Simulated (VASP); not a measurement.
Here is a VASP 6.6.1 calculation.

The input INCAR:

```
ALGO     = Normal         # electronic algorithm
DIPOL    = 0.5 0.5 0.294
EDIFF    = 1E-6           # SCF threshold, eV
ENCUT    = 520            # plane-wave cutoff, eV
GGA      = PE             # functional
IDIPOL   = 3            
ISIF     = 2              # what is computed and relaxed
ISMEAR   = 0              # smearing method
LASPH    = T              # aspherical terms in the spheres
LCHARG   = T              # write CHGCAR
LDIPOL   = T            
LELF     = T              # ELF
LREAL    = F              # projectors in reciprocal space
LVACPOTAV= T            
LVHAR    = T            
LWAVE    = F              # write WAVECAR
NBANDS   = 16             # bands
NELM     = 100            # most SCF steps
PREC     = Accurate       # precision mode
SIGMA    = 0.02           # smearing width, eV
```

Contents of KPOINTS:

```
k-points
0
Gamma
  10 8 1
```

POSCAR

```
AgF
1.0
    3.1221053980      0.0000000000      0.0000000000
    0.0000000000      4.1428785788      0.0000000000
    0.0000000000      0.0000000000     23.8000000000
Ag F
1 1
Direct
    0.0000000000      0.5000000000      0.2941176471
    0.0000000000      0.0000000000      0.2941176471
```

Potentials or basis: VASP PAW PBE potentials, release 64 (Ag, F).

Command:

```sh
$ cat potpaw_PBE.64/Ag/POTCAR potpaw_PBE.64/F/POTCAR > POTCAR
$ mpirun -np 1 vasp_std > vasp.out
```

What does it give for the band gap on the k mesh?

0.95 eV (least direct gap 3.20 eV).
